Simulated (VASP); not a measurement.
Set up this calculation in VASP 6.6.1, as the native input.

| Item | Value |
| --- | --- |
| Task | relaxation of cell and atoms |
| Functional | PBE |
| Potentials or basis | VASP PAW PBE potentials, release 64 (Sr_sv, Ti_sv, O) |
| Cutoff | 600 eV |
| k mesh | 6 × 6 × 4 |
| Occupations | gaussian, width 0.1 eV |
| Spin | collinear spin |
| Starting moments | [0.0, 1.0, 0.0] μB |
| Dipole correction | no |
| Further INCAR settings | ALGO = Normal; EDIFF = 1e-06; IBRION = 2; EDIFFG = -0.04; NSW = 90; ISIF = 3 |

The structure of SrTiO lies in POSCAR:

```
SrTiO
1.0
    3.2694323000      0.0000000000      0.0000000000
    0.0000000000      3.2694323000      0.0000000000
    0.0000000000      0.0000000000      5.2390972500
Sr Ti O
1 1 1
Direct
    0.5000000000      0.5000000000      0.5000000000
    0.5000000000      0.5000000000      0.0000000000
    0.0000000000      0.0000000000      0.0000000000
```

The cell was generated, and may not be a known phase.

These files were run (other wordings do the same):

INCAR

```
  PREC = Accurate
  ENCUT = 600
  EDIFF = 1E-6
  ISMEAR = 0
  SIGMA = 0.1
  LREAL = False
  LASPH = True
  NELM = 150
  ALGO = Normal
  ISIF = 3
  LWAVE = False
  LCHARG = False
  ISPIN = 2
  MAGMOM = 0 1 0
  LORBIT = 11
  LMAXMIX = 4
  GGA = PE
  IBRION = 2
  NSW = 90
  EDIFFG = -0.04
```

KPOINTS

```
Automatic mesh
0
Gamma
  6 6 4
```

Potentials or basis: VASP PAW PBE potentials, release 64 (Sr_sv, Ti_sv, O).

Run with:

```sh
$ cat potpaw_PBE.64/Sr_sv/POTCAR potpaw_PBE.64/Ti_sv/POTCAR potpaw_PBE.64/O/POTCAR > POTCAR
$ mpirun -np 1 vasp_std > vasp.out
```

It gave:

```json
{
  "Relaxed volume": "20.18 Å³/atom",
  "Relaxed cell": "a = 2.973 Å, b = 2.973 Å, c = 6.850 Å, α = 90.00°, β = 90.00°, γ = 90.00°",
  "Space group after relaxing (to 0.1 Å)": "P4/mmm (No. 123)",
  "Energy gained by relaxing": "613.7 meV/atom",
  "Ionic steps": "9",
  "Pressure after relaxing": "0.0 GPa",
  "Net moment": "-0.15 μB per cell",
  "Site moments": "Sr -0.01; Ti -0.08; O -0.00 μB",
  "Valence electrons inside the program's atomic spheres": "Sr 8.21; Ti 10.18; O 5.00"
}
```

Caveat: a moment this small can come from the mesh or the smearing; a cell axis changed by over 15 % at a fixed basis, so the end point is rough.

Run time: 10 min on 1 thread of Intel Xeon 8259CL, on a shared host, peak memory 0.23 GiB.
